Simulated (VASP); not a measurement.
Input of a VASP 6.6.1 run:

Contents of INCAR:

```
PREC     = Accurate       # precision mode
ENCUT    = 520            # plane-wave cutoff, eV
EDIFF    = 1E-6           # SCF threshold, eV
ISMEAR   = 0              # smearing method
SIGMA    = 0.1            # smearing width, eV
LREAL    = False          # projectors in reciprocal space
LASPH    = True           # aspherical terms in the spheres
NELM     = 100            # most SCF steps
ALGO     = Normal         # electronic algorithm
ISIF     = 2              # what is computed and relaxed
LWAVE    = False          # write WAVECAR
LCHARG   = True           # write CHGCAR
GGA      = PE             # functional
LELF     = True           # ELF
LVHAR    = True         
NBANDS   = 35             # bands
```

The input KPOINTS:

```
Automatic mesh
0
Gamma
  4 4 4
```

Contents of POSCAR:

```
Si3SnSe4
1.0
    5.1886435500      0.0000000000      0.0000000000
    0.0000000000      5.1886435500      0.0000000000
    0.0000000000      0.0000000000      5.1886435500
Si Sn Se
3 1 4
Direct
    0.0000000000      0.5000000000      0.5000000000
    0.5000000000      0.0000000000      0.5000000000
    0.5000000000      0.5000000000      0.0000000000
    0.5000000000      0.5000000000      0.5000000000
    0.5000000000      0.0000000000      0.0000000000
    0.0000000000      0.5000000000      0.0000000000
    0.0000000000      0.0000000000      0.5000000000
    0.0000000000      0.0000000000      0.0000000000
```

Potentials or basis: VASP PAW PBE potentials, release 64 (Si, Sn_d, Se).

The run is started by

```bash
$ cat potpaw_PBE.64/Si/POTCAR potpaw_PBE.64/Sn_d/POTCAR potpaw_PBE.64/Se/POTCAR > POTCAR
$ mpirun -np 1 vasp_std > vasp.out
```

Question: Estimate the band gap on the k mesh.

Answer: Zero (bands 25 and 26 overlap by 0.34 eV).

Question: Predict the pressure.

Answer: 21.7 GPa.

Caveat: the cell stands under pressure; spin-orbit coupling is left out, which moves the levels of the heavy elements.
